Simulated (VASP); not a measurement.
Here is a VASP 6.6.1 calculation.

Contents of INCAR:

```
SYSTEM = CsI
PREC = Accurate
ENCUT = 500
EDIFF = 1E-6
ISMEAR = 0
SIGMA = 0.01
LREAL = .FALSE.
LASPH = .TRUE.
NELM = 120
ALGO = Normal
ISIF = 2
LWAVE = .FALSE.
LCHARG = .FALSE.
GGA = CA
NBANDS = 15
GGA_COMPAT = .FALSE.
```

File KPOINTS:

```
Automatic mesh
0
G
  6 6 6
  0 0 0
```

Contents of POSCAR:

```
CsI
1.0
    4.3796975009      0.0000000000      0.0000000000
    0.0000000000      4.3796975009      0.0000000000
    0.0000000000      0.0000000000      4.3796975009
Cs I
1 1
Direct
    0.0000000000      0.0000000000      0.0000000000
    0.5000000000      0.5000000000      0.5000000000
```

Potentials or basis: VASP PAW LDA potentials, release 64 (Cs_sv, I).

Launch:

```bash
$ cat potpaw_LDA.64/Cs_sv/POTCAR potpaw_LDA.64/I/POTCAR > POTCAR
$ mpirun -np 1 vasp_std > vasp.out
```

(1) Predict the pressure.

(2) Predict the band gap on the k mesh.

Answers

(1) 0.3 GPa.

(2) 3.74 eV (least direct gap 3.80 eV).

Caveat: spin-orbit coupling is left out, which moves the levels of the heavy elements.
